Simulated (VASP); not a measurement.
Input of a VASP 6.6.1 run:

File INCAR:

```
SYSTEM = WS2
  PREC = Accurate
  ENCUT = 500
  EDIFF = 1E-6
  ISMEAR = 0
  SIGMA = 0.05
  LREAL = .FALSE.
  LASPH = .TRUE.
  NELM = 120
  ALGO = Normal
  ISIF = 2
  LWAVE = .FALSE.
  LCHARG = .FALSE.
  GGA = PS
  NBANDS = 20
  GGA_COMPAT = .FALSE.
```

Contents of KPOINTS:

```
Automatic mesh
0
G
  12 12 2
  0 0 0
```

POSCAR

```
WS2
1.0
    3.1189060855     -0.0063349213      0.0112466488
   -1.5649392455      2.7667197696      0.0113334084
    0.0598825873      0.1042530975     17.0942637101
W S
1 2
Direct
    0.3263520746      0.6723508467      0.0003200335
    0.6481452796      0.3221407533      0.9075714733
    0.6921693125      0.3388417334      0.0921084932
```

Potentials or basis: VASP PAW PBE potentials, release 64 (W_sv, S).

Command:

```console
$ cat potpaw_PBE.64/W_sv/POTCAR potpaw_PBE.64/S/POTCAR > POTCAR
$ mpirun -np 1 vasp_std > vasp.out
```

(1) Estimate the band gap on the k mesh.

(2) What does it give for the largest force?

Answers

(1) 1.90 eV (least direct gap 1.91 eV).

(2) 1.306 eV/Å.

Caveat: the cell differs from its parent crystal (atoms moved at random and the cell strained at random); there is no dipole correction, which matters where the two faces differ; the PAW data sets were made with another functional, which shifts forces and pressure a little; spin-orbit coupling is left out, which moves the levels of the heavy elements.
